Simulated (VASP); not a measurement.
Here is a VASP 6.6.1 calculation.

File INCAR:

```
  PREC = Accurate
  ENCUT = 520
  EDIFF = 1E-8
  ISMEAR = -1
  SIGMA = 0.08
  LREAL = False
  LASPH = True
  NELM = 80
  ALGO = Normal
  ISIF = 2
  LWAVE = False
  LCHARG = False
  LEFG = True
  NBANDS = 11
```

KPOINTS

```
Automatic mesh
0
Gamma
  10 10 10
```

Contents of POSCAR:

```
Sr
1.0
    0.0000000000      3.1020190703      3.1020190703
    3.1020190703      0.0000000000      3.1020190703
    3.1020190703      3.1020190703      0.0000000000
Sr
1
Direct
    0.0000000000      0.0000000000      0.0000000000
```

Potentials or basis: VASP PAW LDA potentials, release 64 (Sr_sv).

Launch:

```sh
$ cat potpaw_LDA.64/Sr_sv/POTCAR > POTCAR
$ mpirun -np 1 vasp_std > vasp.out
```

Q: What does it give for the pressure?

A: -2.0 GPa.

Q: Predict the band gap on the k mesh.

A: Zero (band 5 reaches 1.23 eV, above the bottom of band 6 at 1.17 eV).

Caveat: without QUAD_EFG the Cq values of the log hold for a quadrupole moment of 1 mb, not for the nuclei.
